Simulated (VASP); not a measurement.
Crystal: InTe4W.

```
In Te W
1.0
     4.83292    0.00000    0.00000
     0.00000    4.83292    0.00000
     0.00000    0.00000    7.39986
In Te W
1 4 1
Direct
  0.00000 0.00000 0.00000
  0.50000 0.00000 0.71118
  0.00000 0.50000 0.28882
  0.50000 0.00000 0.28882
  0.00000 0.50000 0.71118
  0.50000 0.50000 0.50000
```

The cell was generated, and may not be a known phase.

```yaml
Program: VASP 6.6.1
Task: relaxation of cell and atoms
Functional: PBE
Potentials_or_basis: VASP PAW PBE potentials, release 64 (In_d, Te, W_sv)
Cutoff: 600 eV
k_mesh: 8 × 8 × 6
Occupations: gaussian, width 0.1 eV
Spin: no spin polarisation
```

At the start: pressure 0.2 GPa; volume 28.81 Å³/atom.

Problem. How do energy, volume and symmetry change on relaxing?

Solution. Over 11 steps the energy falls by 4.0 meV/atom and the volume is 29.03 Å³/atom (+0.8 %); space group P4/mmm (No. 123, to 0.1 Å) before and after.

Step by step:
```csv
step,energy change (eV),largest force (eV/Å),pressure (GPa),volume (Å³)
1,0.0000,0.1947,0.15,172.84
2,-0.0149,0.0433,-0.21,173.51
3,-0.0176,0.0413,-0.42,173.94
4,-0.0200,0.0095,0.33,171.96
5,-0.0205,0.0185,0.13,172.49
6,-0.0214,0.0261,0.11,172.65
7,-0.0228,0.0559,0.07,173.09
8,-0.0237,0.0407,-0.06,173.76
9,-0.0239,0.0271,-0.18,174.34
10,-0.0242,0.0042,-0.05,174.17
11,-0.0242,0.0070,-0.03,174.15
```

Final structure:
```cif
data_structure
_symmetry_space_group_name_H-M 'P 1'
_symmetry_Int_Tables_number 1
_cell_length_a 4.7642
_cell_length_b 4.7642
_cell_length_c 7.6727
_cell_angle_alpha 90.000
_cell_angle_beta 90.000
_cell_angle_gamma 90.000
_cell_volume 174.15
loop_
_atom_site_label
_atom_site_type_symbol
_atom_site_fract_x
_atom_site_fract_y
_atom_site_fract_z
_atom_site_occupancy
In1 In 0.00000 0.00000 0.00000 1
Te1 Te 0.50000 0.00000 0.71101 1
Te2 Te 0.00000 0.50000 0.28899 1
Te3 Te 0.50000 0.00000 0.28899 1
Te4 Te 0.00000 0.50000 0.71101 1
W1 W 0.50000 0.50000 0.50000 1
```
